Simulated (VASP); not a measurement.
# Mo (P-1) in VASP: density of states with PBEsol

Aim: the density of states of Mo with PBEsol.

All numbers are computed with VASP 6.6.1; they aren't measurements. Logs are shortened: lines on timing, memory, paths and dates and some standing lists are left out, and cuts for length are marked.

## 1. The cell of the first run

The typed cell holds 1 atom: a = 2.785 Å, b = 2.985 Å, c = 2.927 Å, α = 59.76°, β = 54.74°, γ = 58.94°.

## 2. Density of states, PBEsol

The input, POSCAR:

```
Mo
1.0
    0.1575306600      2.0190446400      1.9118309000
    2.1247256100     -0.0263960200      2.0957575800
    2.0299532600      2.1081989700      0.0683763300
Mo
1
Direct
    0.0000000000      0.0000000000      0.0000000000
```

The input, INCAR.step1:

```
PREC = Accurate ; ENCUT = 520
EDIFF = 1E-6 ; ISMEAR = -1
SIGMA = 0.05 ; LREAL = False
LASPH = True ; NELM = 100
ALGO = Fast ; ISIF = 2
LWAVE = False ; LCHARG = True
LMAXMIX = 4 ; GGA = PS
NBANDS = 13
```

The input, KPOINTS.step1:

```
Automatic mesh
0
Gamma
  7 6 7
```

The input, INCAR.step2:

```
PREC = Accurate ; ENCUT = 520
EDIFF = 1E-6 ; ISMEAR = -5
SIGMA = 0.05 ; LREAL = False
LASPH = True ; NELM = 100
ALGO = Fast ; ISIF = 2
LWAVE = False ; LCHARG = False
LMAXMIX = 4 ; GGA = PS
LORBIT = 10 ; NBANDS = 13
NEDOS = 2001 ; ICHARG = 11
```

The input, KPOINTS.step2:

```
Automatic mesh
0
Gamma
  11 9 11
```

Potentials or basis: VASP PAW PBE potentials, release 64 (Mo_sv).

Run with:

```sh
$ cat potpaw_PBE.64/Mo_sv/POTCAR > POTCAR
$ cp INCAR.step1 INCAR
$ cp KPOINTS.step1 KPOINTS
$ mpirun -np 1 vasp_std > vasp.out
$ cp INCAR.step2 INCAR
$ cp KPOINTS.step2 KPOINTS
$ mpirun -np 1 vasp_std > vasp.out
```

OUTCAR:

```text
PREC = Accurate
   ENCUT = 520
   EDIFF = 1E-6
   ISMEAR = -5
   LREAL = False
   LASPH = True
   NELM = 100
   ISIF = 2
   GGA = PS
   LORBIT = 10
   ICHARG = 11

 ion  position               nearest neighbor table
   1  0.000  0.000  0.000-

  LATTYP: Found a triclinic cell.
 ALAT       =     2.9274371825
 B/A-ratio  =     1.0194990096
 C/A-ratio  =     0.8980940279
 COS(alpha) =     0.0143497125
 COS(beta)  =     0.5018909665
 COS(gamma) =     0.5036911362

  Lattice vectors:

 A1 = (   2.0299532600,   2.1081989700,   0.0683763300)
 A2 = (   2.1247256100,  -0.0263960200,   2.0957575800)
 A3 = (   1.8724226000,   0.0891543300,  -1.8434545700)

Analysis of symmetry for initial positions (statically):
=====================================================================
 Subroutine PRICEL returns:
 Original cell was already a primitive cell.

 Routine SETGRP: Setting up the symmetry group for a
 triclinic supercell.

 Subroutine GETGRP returns: Found  2 space group operations
 (whereof  2 operations were pure point group operations)
 out of a pool of  2 trial point group operations.

The static configuration has the point symmetry S_2 .

Analysis of symmetry for dynamics (positions and initial velocities):
=====================================================================
 Subroutine PRICEL returns:
 Original cell was already a primitive cell.

 Routine SETGRP: Setting up the symmetry group for a
 triclinic supercell.

 Subroutine GETGRP returns: Found  2 space group operations
 (whereof  2 operations were pure point group operations)
 out of a pool of  2 trial point group operations.

The dynamic configuration has the point symmetry S_2 .

 Subroutine INISYM returns: Found  2 space group operations
 (whereof  2 operations are pure point group operations),
 and found     1 'primitive' translations

----------------------------------------------------------------------------------------

                                     Primitive cell

  volume of cell :      16.2662

  direct lattice vectors                    reciprocal lattice vectors
     0.157530660  2.019044640  1.911830900    -0.271734545  0.252610808  0.278672148
     2.124725610 -0.026396020  2.095757580     0.239298271 -0.237926770  0.231551836
     2.029953260  2.108198970  0.068376330     0.263239242  0.229431467 -0.263988109

  length of vectors
     2.785041213  2.984519308  2.927437182     0.464015139  0.409254277  0.437748122

  position of ions in fractional coordinates (direct lattice)
     0.000000000  0.000000000  0.000000000

  ion indices of the primitive-cell ions
   primitive index   ion index
                 1           1

----------------------------------------------------------------------------------------

 KPOINTS: Automatic mesh

Automatic generation of k-mesh.
 Grid dimensions read from file:
 generate k-points for:   11    9   11

 Generating k-lattice:

  Cartesian coordinates                     Fractional coordinates (reciprocal lattice)
    -0.024703140  0.022964619  0.025333832     0.090909091  0.000000000 -0.000000000
     0.026588697 -0.026436308  0.025727982    -0.000000000  0.111111111  0.000000000
     0.023930840  0.020857406 -0.023998919    -0.000000000  0.000000000  0.090909091

  Length of vectors
     0.042183194  0.045472697  0.039795284

  Shift w.r.t. Gamma in fractional coordinates (k-lattice)
     0.000000000  0.000000000  0.000000000

 TETIRR: Found   3264 inequivalent tetrahedra from     6534

 Subroutine IBZKPT returns following result:
 ===========================================

 Found    545 irreducible k-points:

 Following reciprocal coordinates:
            Coordinates               Weight
  0.000000  0.000000  0.000000      1.000000
  0.090909  0.000000 -0.000000      2.000000
  0.181818  0.000000 -0.000000      2.000000
  0.272727  0.000000  0.000000      2.000000
  0.363636  0.000000 -0.000000      2.000000
  0.454545  0.000000 -0.000000      2.000000
[... 16 lines left out ...]
  0.454545  0.222222  0.000000      2.000000
 -0.454545  0.222222  0.000000      2.000000
 [... further k-points ...]
   k-points           NKPTS =    545   k-points in BZ     NKDIM =    545   number of bands    NBANDS=     13
   number of dos      NEDOS =   2001   number of ions     NIONS =      1
   total plane-waves  NPLWV =  13824
   dimension x,y,z NGX =    24 NGY =   24 NGZ =   24
   dimension x,y,z NGXF=    48 NGYF=   48 NGZF=   48
   ions per type =               1
   NGX,Y,Z   is equivalent  to a cutoff of  14.33, 13.37, 13.63 a.u.
   NGXF,Y,Z  is equivalent  to a cutoff of  28.65, 26.74, 27.26 a.u.
 SYSTEM =  unknown system
   PREC   = accura    normal or accurate (medium, high low for compatibility)
   ISTART =      0    job   : 0-new  1-cont  2-samecut
   ICHARG =     11    charge: 1-file 2-atom 10-const
   ISPIN  =      1    spin polarized calculation?
   LNONCOLLINEAR =      F non collinear calculations
   LSORBIT =      F    spin-orbit coupling
   LASPH  =      T    aspherical Exc in radial PAW
   ENCUT  =  520.0 eV  38.22 Ry    6.18 a.u.   5.18  5.55  5.44*2*pi/ulx,y,z
   NELM   =    100;   NELMIN=  2; NELMDL=  0     # of ELM steps
   EDIFF  = 0.1E-05   stopping-criterion for ELM
   LREAL  =      F    real-space projection
   EDIFFG = 0.1E-04   stopping-criterion for IOM
   NSW    =      0    number of steps for IOM
   IBRION =     -1    ionic relax: 0-MD 1-quasi-New 2-CG
   NFREE  =      0    steps in history (QN), initial steepest desc. (CG)
   ISIF   =      2    stress and relaxation
   ISYM   =      2    0-nonsym 1-usesym 2-fastsym
   POTIM  = 0.5000    time-step for ionic-motion
   TEBEG  =    0.0;   TEEND  =   0.0 temperature during run
   PSTRESS=    0.0 pullay stress
   NELECT =      14.0000    total number of electrons
   NUPDOWN=      -1.0000    fix difference up-down
   EMIN   =  10.00;   EMAX   =-10.00  energy-range for DOS
   EFERMI =   0.00;   METHOD = LEGACY
   ISMEAR =    -5;   SIGMA  =   0.05  broadening in eV -4-tet -1-fermi 0-gaus
   EFERMI_NEDOS =   21; number of points for ismear=-14 and -15
   IALGO  =     68    algorithm
   IMIX   =      4    mixing-type and parameters
     AMIX     =   0.40;   BMIX     =  1.00
     AMIX_MAG =   1.60;   BMIX_MAG =  1.00
  volume/ion in A,a.u.               =      16.27       109.77
  Fermi-wavevector in a.u.,A,eV,Ry     =   1.557241  2.942759 32.994115  2.424999
  Thomas-Fermi vector in A             =   2.660920
   LORBIT       =     10    0 simple, 1 ext, 2 COOP (PROOUT), +10 PAW based schemes
   GGA     = PS    functional components
   LHFCALC =     F    Hartree Fock is set to
   AEXX    =    0.0000 exact exchange contribution
   IVDW    =     0    specifies the selected vdW correction
   LEPSILON=     F    determine dielectric tensor
   LRPA    =     F    only Hartree local field effects (RPA)
 non-spin polarized calculation
 RMM-DIIS sequential band-by-band and
 Fermi weights with tetrahedron method with Bloechl corrections
  energy-cutoff  :      520.00
  volume of cell :       16.27
 maximum number of plane-waves:       452
 NGX is ok and might be reduce to    24

 number of electron      14.0000000 magnetization

 Free energy of the ion-electron system (eV)
  ---------------------------------------------------
  ext. energy  EPLUGINS =         0.00000000
  ---------------------------------------------------
  free energy    TOTEN  =       -11.37327682 eV

  energy without entropy =      -11.37327682  energy(sigma->0) =      -11.37327682

 E-fermi :  11.6805     XC(G=0): -13.2796

 val. band max:       11.8955651375   @ k =   0.0000   0.4444   0.0000
 cond. band min:      11.4719343106   @ k =   0.1818   0.0000   0.2727
 fundamental gap:     -0.4236308269
 Fermi energy:        11.6805085928

 k-point     1 :       0.0000    0.0000    0.0000
  band No.  band energies     occupation
      1     -49.2767      2.00000
      2     -22.7867      2.00000
      3     -22.6791      2.00000
      4     -22.4176      2.00000
      5       4.7154      2.00000
      6       9.7832      2.00000
      7       9.9361      2.00000
      8      12.1539      0.00000
      9      13.1481      0.00000
     10      13.9156      0.00000
     11      24.4460      0.00000
     12      28.5697      0.00000
     13      28.8470      0.00000

 k-point     2 :       0.0909    0.0000   -0.0000
  band No.  band energies     occupation
      1     -49.2510      2.00000
      2     -22.7999      2.00000
      3     -22.7162      2.00000
      4     -22.5484      2.00000
      5       5.0974      2.00000
      6      10.0466      2.00000
      7      10.1978      2.00000
      8      11.7636      0.34466
      9      12.9267      0.00000
     10      13.5831      0.00000
     11      25.2199      0.00000
     12      29.0987      0.00000
     13      29.5030      0.00000

 k-point     3 :       0.1818    0.0000   -0.0000
  band No.  band energies     occupation
      1     -49.1814      2.00000
      2     -22.9621      2.00000
      3     -22.8239      2.00000
      4     -22.7542      2.00000
      5       6.0724      2.00000
      6      10.5975      2.00000
      7      10.7347      2.00000
      8      11.2191      2.12734
      9      12.5582      0.00000
     10      12.9515      0.00000
     11      25.9843      0.00000
     12      28.6779      0.00000
     13      31.4589      0.00000
[... 305 lines left out ...]
 k-point    23 :       0.4545    0.2222    0.0000
  band No.  band energies     occupation
      1     -48.9539      2.00000
      2     -23.9265      2.00000
      3     -23.0841      2.00000
      4     -22.9963      2.00000
      5       7.4139      2.00000
      6       8.9040      2.00000
      7      11.0101      2.02733
      8      11.9207      0.03826
      9      15.9920      0.00000
     10      17.2441      0.00000
     11      24.2714      0.00000
     12      26.6798      0.00000
     13      27.7367      0.00000

 k-point    24 :      -0.4545    0.2222    0.0000
  band No.  band energies     occupation
      1     -48.9337      2.00000
      2     -23.9660      2.00000
      3     -23.1229      2.00000
      4     -23.0629      2.00000
      5       7.5475      2.00000
      6       8.8477      2.00000
      7      11.5367      1.94395
      8      11.6670      0.06957
      9      15.9623      0.00000
     10      18.9342      0.00000
     11      22.9546      0.00000
     12      25.7030      0.00000
     13      28.3003      0.00000

 [... further k-points ...]
[... 5 lines left out ...]
  --------------------------------------------------------------------------------------
  -------------------------------------------------------------------------------------
  Total       -1.1084745     -0.1770541     -1.3755233      0.3934901     -0.0844222     -0.0580857
  in kB     -109.1820196    -17.4393986   -135.4856724     38.7578146     -8.3153793     -5.7212948
  external PRESSURE =     -87.3690302 kB  Pullay stress =       0.0000000 kB

 VOLUME and BASIS-vectors are now :
 -----------------------------------------------------------------------------
  energy-cutoff  :      520.00
  volume of cell :       16.27
      direct lattice vectors                 reciprocal lattice vectors
     0.157530660  2.019044640  1.911830900    -0.271734545  0.252610808  0.278672148
     2.124725610 -0.026396020  2.095757580     0.239298271 -0.237926770  0.231551836
     2.029953260  2.108198970  0.068376330     0.263239242  0.229431467 -0.263988109

 POSITION                                       TOTAL-FORCE (eV/Angst)
 -----------------------------------------------------------------------------------
      0.00000      0.00000      0.00000         0.000000      0.000000      0.000000
 -----------------------------------------------------------------------------------
    total drift:                                0.000000      0.000000     -0.000000

  FREE ENERGIE OF THE ION-ELECTRON SYSTEM (eV)
  ---------------------------------------------------
  free  energy   TOTEN  =       -11.3732768211 eV

  energy  without entropy=      -11.3732768211  energy(sigma->0) =      -11.37327682

 total charge

# of ion       s       p       d       tot
------------------------------------------
    1        2.386   6.182   3.899  12.467
```

Wall time 75 s (1 thread of AMD EPYC 7R13 (Zen 3), shared host); peak memory 0.19 GiB.

Results:

- Valence electrons inside the program's atomic spheres: Mo 12.47

Caveat: the k points lie up to 0.43 Å⁻¹ apart; the PAW data sets were made with another functional, which shifts forces and pressure a little; tetrahedron occupations give inexact forces and stress in metals.
